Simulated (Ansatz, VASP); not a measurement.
## One calculation of HfB, two programs

```
Hf B
1.0
     0.00000    2.34040    2.34040
     2.34040    0.00000    2.34040
     2.34040    2.34040    0.00000
Hf B
1 1
Direct
  0.50000 0.50000 0.50000
  0.00000 0.00000 0.00000
```

Change from the starting cell: volume scaled by 1.04.

Alike in both runs: task single point; functional LDA; k mesh 15 × 15 × 15; occupations fermi-dirac, width 0.05 eV; no spin polarisation.

|  | VASP | Ansatz |
| --- | --- | --- |
| version | VASP 6.6.1 | Ansatz 0.2.0 |
| potentials or method | VASP PAW LDA potentials, release 64 (Hf_pv, B), cutoff 520 eV | all-electron LAPW, scalar-relativistic |

|  | VASP | Ansatz | Ansatz less VASP |
| --- | --- | --- | --- |
| pressure (GPa) | 10.2 | 8.9 | -1.33 |

LDA's correlation is that of Perdew and Zunger in VASP and of Perdew and Wang (1992) in Ansatz. Ansatz ran all-electron here, and VASP with PAW potentials.

Spin-orbit coupling is off throughout.
